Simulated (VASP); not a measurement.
# MgO (P6_3/mmc) in VASP: a series of runs, part 2 of 2

VASP 6.6.1. The steps go on from the part before.

## Step 3: Single point, PBE (volume 11.199 Å^3 an atom, c/a of the conventional cell 1.2632)

Input file INCAR:

```
ALGO = Normal
EDIFF = 1E-7
ENCUT = 520
GGA = PE
ISIF = 2
ISMEAR = 0
LASPH = T
LCHARG = F
LREAL = F
LWAVE = F
NBANDS = 16
NELM = 60
PREC = Accurate
SIGMA = 0.05
```

Input file KPOINTS:

```
k-points
0
Gamma
  9 9 6
```

Input file POSCAR:

```
MgO
1.0
    3.4467688742      0.0000000000      0.0000000000
   -1.7233844371      2.9849894060      0.0000000000
    0.0000000000      0.0000000000      4.3539584419
Mg O
2 2
Direct
    0.6666666667      0.3333333333      0.7500000000
    0.3333333333      0.6666666667      0.2500000000
    0.6666666667      0.3333333333      0.2500000000
    0.3333333333      0.6666666667      0.7500000000
```

Potentials or basis: VASP PAW PBE potentials, release 64 (Mg, O).

On the command line:

```console
$ cat potpaw_PBE.64/Mg/POTCAR potpaw_PBE.64/O/POTCAR > POTCAR
$ mpirun -np 1 vasp_std > vasp.out
```

OUTCAR:

```text
EDIFF = 1E-7
   ENCUT = 520
   GGA = PE
   ISIF = 2
   ISMEAR = 0
   LASPH = T
   LREAL = F
   NELM = 60
   PREC = Accurate

 ion  position               nearest neighbor table
   1  0.667  0.333  0.750-   4 1.99   4 1.99   4 1.99   3 2.18   3 2.18   2 2.95   2 2.95   2 2.95
                             2 2.95   2 2.95   2 2.95
   2  0.333  0.667  0.250-   3 1.99   3 1.99   3 1.99   4 2.18   4 2.18   1 2.95   1 2.95   1 2.95
                             1 2.95   1 2.95   1 2.95
   3  0.667  0.333  0.250-   2 1.99   2 1.99   2 1.99   1 2.18   1 2.18
   4  0.333  0.667  0.750-   1 1.99   1 1.99   1 1.99   2 2.18   2 2.18

  LATTYP: Found a hexagonal cell.
 ALAT       =     3.4467688742
 C/A-ratio  =     1.2632000000

  Lattice vectors:

 A1 = (   3.4467688742,   0.0000000000,   0.0000000000)
 A2 = (  -1.7233844371,   2.9849894060,   0.0000000000)
 A3 = (   0.0000000000,   0.0000000000,   4.3539584419)

Analysis of symmetry for initial positions (statically):
=====================================================================
 Subroutine PRICEL returns:
 Original cell was already a primitive cell.

 Routine SETGRP: Setting up the symmetry group for a
 hexagonal supercell.

 Subroutine GETGRP returns: Found 24 space group operations
 (whereof 12 operations were pure point group operations)
 out of a pool of 24 trial point group operations.

The static configuration has the point symmetry D_3d.
 The point group associated with its full space group is D_6h.

Analysis of symmetry for dynamics (positions and initial velocities):
=====================================================================
 Subroutine PRICEL returns:
 Original cell was already a primitive cell.

 Routine SETGRP: Setting up the symmetry group for a
 hexagonal supercell.

[... 122 lines left out ...]
   EMIN   =  10.00;   EMAX   =-10.00  energy-range for DOS
   EFERMI =   0.00;   METHOD = LEGACY
   ISMEAR =     0;   SIGMA  =   0.05  broadening in eV -4-tet -1-fermi 0-gaus
   EFERMI_NEDOS =   21; number of points for ismear=-14 and -15
   IALGO  =     38    algorithm
   IMIX   =      4    mixing-type and parameters
     AMIX     =   0.40;   BMIX     =  1.00
     AMIX_MAG =   1.60;   BMIX_MAG =  1.00
  volume/ion in A,a.u.               =      11.20        75.57
  Fermi-wavevector in a.u.,A,eV,Ry     =   1.161542  2.194997 18.356720  1.349181
  Thomas-Fermi vector in A             =   2.298113
   LORBIT       =      0    0 simple, 1 ext, 2 COOP (PROOUT), +10 PAW based schemes
   GGA     = PE    functional components
   LHFCALC =     F    Hartree Fock is set to
   AEXX    =    0.0000 exact exchange contribution
   IVDW    =     0    specifies the selected vdW correction
   LEPSILON=     F    determine dielectric tensor
   LRPA    =     F    only Hartree local field effects (RPA)
 non-spin polarized calculation
 Gauss-broadening in eV      SIGMA  =   0.05
  energy-cutoff  :      520.00
  volume of cell :       44.80
 maximum number of plane-waves:      1219
 NGX is ok and might be reduce to    28
   NGX = 13   NGY = 13   NGZ = 17

 number of electron      15.9999993 magnetization

 Free energy of the ion-electron system (eV)
  ---------------------------------------------------
  ext. energy  EPLUGINS =         0.00000000
  ---------------------------------------------------
  free energy    TOTEN  =       -23.63758860 eV

  energy without entropy =      -23.63758860  energy(sigma->0) =      -23.63758860

 E-fermi :   2.2058     XC(G=0): -10.0044

 val. band max:        1.9649325940   @ k =   0.0000   0.0000   0.0000
 cond. band min:       5.2445738709   @ k =   0.0000   0.0000   0.0000
 fundamental gap:      3.2796412770
 Fermi energy:         2.2057648559

 k-point     1 :       0.0000    0.0000    0.0000
  band No.  band energies     occupation
      1     -14.9489      2.00000
      2     -13.6861      2.00000
      3      -1.7679      2.00000
      4       0.2750      2.00000
      5       0.2750      2.00000
      6       1.0579      2.00000
[... 433 lines left out ...]
      3      -1.5020      2.00000
      4      -0.8574      2.00000
      5      -0.8574      2.00000
      6       0.5970      2.00000
[... 8 lines left out ...]
     15      15.5486      0.00000
     16      18.4229      0.00000

 [... further k-points ...]
[... 5 lines left out ...]
  --------------------------------------------------------------------------------------
  -------------------------------------------------------------------------------------
  Total        1.2308120      1.2308120     -0.8736636      0.0000000     -0.0000000      0.0000000
  in kB       44.0213205     44.0213205    -31.2475231      0.0000000     -0.0000000      0.0000000
  external PRESSURE =      18.9317060 kB  Pullay stress =       0.0000000 kB

 VOLUME and BASIS-vectors are now :
 -----------------------------------------------------------------------------
  energy-cutoff  :      520.00
  volume of cell :       44.80
      direct lattice vectors                 reciprocal lattice vectors
     3.446768874  0.000000000  0.000000000     0.290126793  0.167504782  0.000000000
    -1.723384437  2.984989406  0.000000000     0.000000000  0.335009564  0.000000000
     0.000000000  0.000000000  4.353958442     0.000000000  0.000000000  0.229676055

 POSITION                                       TOTAL-FORCE (eV/Angst)
 -----------------------------------------------------------------------------------
      1.72338      0.99500      3.26547         0.000000      0.000000     -0.000000
     -0.00000      1.98999      1.08849        -0.000000      0.000000     -0.000000
      1.72338      0.99500      1.08849         0.000000      0.000000      0.000000
     -0.00000      1.98999      3.26547        -0.000000     -0.000000      0.000000
 -----------------------------------------------------------------------------------
    total drift:                               -0.000000      0.000000     -0.000000

  FREE ENERGIE OF THE ION-ELECTRON SYSTEM (eV)
  ---------------------------------------------------
  free  energy   TOTEN  =       -23.6375886039 eV

  energy  without entropy=      -23.6375886039  energy(sigma->0) =      -23.63758860
```

OSZICAR:

```text
N       E                     dE             d eps       ncg     rms          rms(c)
DAV:   1     0.601336341605E+02    0.60134E+02   -0.75950E+03  1544   0.892E+02
DAV:   2    -0.238813700789E+02   -0.84015E+02   -0.77617E+02  2200   0.197E+02
DAV:   3    -0.276061295621E+02   -0.37248E+01   -0.37166E+01  1672   0.431E+01
DAV:   4    -0.276203291320E+02   -0.14200E-01   -0.14199E-01  1888   0.310E+00
DAV:   5    -0.276204004816E+02   -0.71350E-04   -0.71349E-04  1680   0.210E-01    0.112E+01
DAV:   6    -0.236966721872E+02    0.39237E+01   -0.10528E+01  1584   0.250E+01    0.361E+00
DAV:   7    -0.236516819564E+02    0.44990E-01   -0.15258E-01  1560   0.316E+00    0.213E+00
DAV:   8    -0.236393497669E+02    0.12332E-01   -0.92448E-02  1608   0.328E+00    0.513E-01
DAV:   9    -0.236367177683E+02    0.26320E-02   -0.53617E-03  1840   0.668E-01    0.120E-01
DAV:  10    -0.236375682244E+02   -0.85046E-03   -0.91441E-04  1536   0.201E-01    0.288E-02
DAV:  11    -0.236375899203E+02   -0.21696E-04   -0.24395E-05  1696   0.340E-02    0.186E-02
DAV:  12    -0.236375887489E+02    0.11713E-05   -0.85172E-06  1544   0.232E-02    0.256E-03
DAV:  13    -0.236375886260E+02    0.12289E-06   -0.47091E-07  1720   0.515E-03    0.343E-04
DAV:  14    -0.236375886039E+02    0.22115E-07   -0.93543E-09   816   0.942E-04
   1 F= -.23637589E+02 E0= -.23637589E+02  d E =-.487636E-14
```

It took 35 s on 1 thread of Intel Xeon Platinum 8259CL at 2.50GHz (Skylake/Cascade Lake), shared host; peak memory 0.18 GiB.

Results:

| Item | Value |
| --- | --- |
| Free energy | -23.6376 eV |
| Pressure | 1.9 GPa |
| Band gap on the k mesh | 3.28 eV, direct |

Stress tensor (GPa, compression positive):
```
 4.40  0.00  0.00
 0.00  4.40  0.00
 0.00  0.00 -3.12
```

## Step 4: Single point, PBE (volume 12.109 Å^3 an atom, c/a of the conventional cell 1.3044)

Input file INCAR:

```
  PREC = Accurate
  ENCUT = 520
  EDIFF = 1E-6
  ISMEAR = 0
  SIGMA = 0.05
  LREAL = F
  LASPH = T
  NELM = 60
  ALGO = Normal
  ISIF = 2
  LWAVE = F
  LCHARG = T
  GGA = PE
  LELF = T
  LVHAR = T
  NBANDS = 16
```

Input file KPOINTS:

```
regular mesh
0
Gamma
  9 9 6
```

Input file POSCAR:

```
MgO
1.0
    3.5000610227      0.0000000000      0.0000000000
   -1.7500305114      3.0311417604      0.0000000000
    0.0000000000      0.0000000000      4.5654795980
Mg O
2 2
Direct
    0.6666666667      0.3333333333      0.7500000000
    0.3333333333      0.6666666667      0.2500000000
    0.6666666667      0.3333333333      0.2500000000
    0.3333333333      0.6666666667      0.7500000000
```

On the command line:

```console
$ cat potpaw_PBE.64/Mg/POTCAR potpaw_PBE.64/O/POTCAR > POTCAR
$ mpirun -np 1 vasp_std > vasp.out
```

Run time: 37 s. Hardware: 1 thread of Intel Xeon Platinum 8259CL at 2.50GHz (Skylake/Cascade Lake), shared host; peak memory 0.18 GiB.

The run converged. Its results:

| Property | Result |
| --- | --- |
| Free energy | -23.5361 eV |
| Pressure | -6.3 GPa |
| Band gap on the k mesh | 2.83 eV, direct |

Stress tensor (GPa, compression positive):
```
 -3.80   0.00   0.00
  0.00  -3.80   0.00
  0.00   0.00 -11.26
```

Levels at points of the mesh, in eV from the valence-band top:
```csv
k point,band 4,band 5,band 6,band 7,band 8,band 9,band 10,band 11,band 12,band 13
"(0.00, 0.00, 0.00)",-1.55,-1.55,-0.89,-0.89,0.00,2.83,8.40,10.67,12.37,12.37
"(0.00, 0.00, 0.50)",-2.29,-1.23,-1.23,-1.23,-1.23,5.74,5.74,12.74,12.74,12.74
```

## Step 5: Single point, PBE (volume 11.927 Å^3 an atom, c/a of the conventional cell 1.2432)

Input file INCAR:

```
SYSTEM = MgO
PREC = Accurate
ENCUT = 520
EDIFF = 1E-6
ISMEAR = 0
SIGMA = 0.05
LREAL = .False.
LASPH = .True.
NELM = 100
ALGO = Normal
ISIF = 2
LWAVE = .False.
LCHARG = .False.
GGA = PE
NBANDS = 16
```

Input file KPOINTS:

```
regular mesh
0
Gamma
  9 9 6
  0 0 0
```

Input file POSCAR:

```
MgO
1.0
    3.5386683289      0.0000000000      0.0000000000
   -1.7693341645      3.0645766684      0.0000000000
    0.0000000000      0.0000000000      4.3992724665
Mg O
2 2
Direct
    0.6666666667      0.3333333333      0.7500000000
    0.3333333333      0.6666666667      0.2500000000
    0.6666666667      0.3333333333      0.2500000000
    0.3333333333      0.6666666667      0.7500000000
```

On the command line:

```console
$ cat potpaw_PBE.64/Mg/POTCAR potpaw_PBE.64/O/POTCAR > POTCAR
$ mpirun -np 1 vasp_std > vasp.out
```

Run time: 36 s. Hardware: 1 thread of Intel Xeon Platinum 8259CL at 2.50GHz (Skylake/Cascade Lake), shared host; peak memory 0.18 GiB.

The run converged. Its results:

| Item | Value |
| --- | --- |
| Free energy | -23.6184 eV |
| Pressure | -5.7 GPa |
| Band gap on the k mesh | 2.97 eV, direct |

Stress tensor (GPa, compression positive):
```
-4.47  0.00  0.00
 0.00 -4.47  0.00
 0.00  0.00 -8.27
```

Levels at points of the mesh, in eV from the valence-band top:
| k point | band 4 | band 5 | band 6 | band 7 | band 8 | band 9 | band 10 | band 11 | band 12 | band 13 |
| --- | --- | --- | --- | --- | --- | --- | --- | --- | --- | --- |
| (0.00, 0.00, 0.00) | -1.59 | -1.59 | -0.80 | -0.80 | 0.00 | 2.97 | 8.67 | 11.24 | 12.18 | 12.18 |
| (0.00, 0.00, 0.50) | -2.30 | -1.21 | -1.21 | -1.21 | -1.21 | 5.94 | 5.94 | 12.55 | 12.55 | 12.55 |

## Step 6: Overview

| cell | gap on the mesh (eV) | pressure (GPa) |
| --- | --- | --- |
| a = 3.597, b = 3.597, c = 3.997 Å, angles 90.0, 90.0, 120.0°, 4 atoms | 3.45 | 3.7 |
| a = 3.447, b = 3.447, c = 4.354 Å, angles 90.0, 90.0, 120.0°, 4 atoms | 3.28 | 1.9 |
| a = 3.500, b = 3.500, c = 4.565 Å, angles 90.0, 90.0, 120.0°, 4 atoms | 2.83 | -6.3 |
| a = 3.539, b = 3.539, c = 4.399 Å, angles 90.0, 90.0, 120.0°, 4 atoms | 2.97 | -5.7 |

Alike in all rows: task single point; level PBE; potentials or basis VASP PAW PBE potentials, release 64 (Mg, O); no spin polarisation; k mesh 9 × 9 × 6; cutoff (eV) 520; smearing gaussian 0.05 eV.

Total energies depend on the potentials used, so only differences within one code and one set of settings carry meaning.
